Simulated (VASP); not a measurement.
Here is a VASP 6.6.1 calculation.

The input INCAR:

```
SYSTEM = WC
ALGO = Normal
EDIFF = 1E-7
ENCUT = 520
GGA = PS
ISIF = 2
ISMEAR = 0
LASPH = .True.
LCHARG = .True.
LELF = .True.
LREAL = .False.
LVHAR = .True.
LWAVE = .False.
NBANDS = 16
NELM = 80
PREC = Accurate
SIGMA = 0.1
```

KPOINTS

```
k-points
0
Gamma
  24 24 18
  0 0 0
```

File POSCAR:

```
WC
1.0
    2.8658708963      0.0000000000      0.0000000000
   -1.4329354481      2.4819170001      0.0000000000
    0.0000000000      0.0000000000      2.9550059140
W C
1 1
Direct
    0.0000000017     -0.0000000017      0.0000000000
    0.6666666650      0.3333333350      0.5000000000
```

Potentials or basis: VASP PAW PBE potentials, release 64 (W_sv, C).

Run with:

```console
$ cat potpaw_PBE.64/W_sv/POTCAR potpaw_PBE.64/C/POTCAR > POTCAR
$ mpirun -np 1 vasp_std > vasp.out
```

Predict the band gap on the k mesh.

zero (bands 9 and 10 overlap by 1.18 eV).

Predict the pressure.

-8.6 GPa.

Stress tensor (GPa, compression positive):
```
  4.47   0.00   0.00
  0.00   4.47   0.00
  0.00   0.00 -34.76
```

Caveat: the cell differs from its parent crystal (uniaxial strain along c: +4.5 %); the cell stands under tension; the PAW data sets were made with another functional, which shifts forces and pressure a little; spin-orbit coupling is left out, which moves the levels of the heavy elements.
